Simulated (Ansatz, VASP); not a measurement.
Given: the input of a run of Ansatz 0.2.0 on Hf.

Contents of input.yaml:

```yaml
crystal:
  lattice:
    - [-1.805, 1.805, 1.805]
    - [1.805, -1.805, 1.805]
    - [1.805, 1.805, -1.805]
  atoms:
    - { symbol: Hf, position: [0.0, 0.0, 0.0] }
hamiltonian:
  xc: pbe
  pseudopotentials: { kind: paw }
kpoints:
  mp_grid: { grid: [10, 10, 10] }
scf:
  occupations: { method: gaussian, width: 0.014 }
output:
  forces: true
  stress: true
  eigenvalues: true
```

Potentials or basis: Ansatz PAW.

Run with:

```bash
$ ansatz run input.yaml --threads 2 --pin off --max-ram 5632MiB --backend cpu --events-out ev --progress --plain --runs-dir out
```

Q: Set up the same calculation for VASP 6.6.1. Potentials there: VASP PAW PBE potentials, release 64 (Hf_pv).

A: As run (the cutoff follows the program's own potentials):

Contents of INCAR:

```
SYSTEM = Hf
PREC = Accurate
ENCUT = 520
EDIFF = 1E-7
ISMEAR = 0
SIGMA = 0.014
LREAL = .False.
LASPH = .True.
NELM = 60
ALGO = Normal
ISIF = 2
LWAVE = .False.
LCHARG = .True.
GGA = PE
LELF = .True.
LVHAR = .True.
NBANDS = 11
```

The input KPOINTS:

```
regular mesh
0
Gamma
  10 10 10
  0 0 0
```

POSCAR

```
Hf
1.0
   -1.8050000000      1.8050000000      1.8050000000
    1.8050000000     -1.8050000000      1.8050000000
    1.8050000000      1.8050000000     -1.8050000000
Hf
1
Direct
    0.0000000000      0.0000000000      0.0000000000
```

Potentials or basis: VASP PAW PBE potentials, release 64 (Hf_pv).

Launch:

```console
$ cat potpaw_PBE.64/Hf_pv/POTCAR > POTCAR
$ mpirun -np 1 vasp_std > vasp.out
```

Both were run:

|  | VASP | Ansatz | Ansatz less VASP |
| --- | --- | --- | --- |
| gap on the k mesh at the Fermi level (eV) | none | none | - |
| pressure (GPa) | -5.3 | -5.0 | +0.34 |

A gap of «none» marks a metal or a gap that the smearing closes. With one functional, cell and mesh, what is left measures potentials, basis and numerics. VASP's potentials hold 10 valence electrons a cell and Ansatz's 26, so a difference there can come from the potentials and not from the codes.

Neither program's run includes spin-orbit coupling.
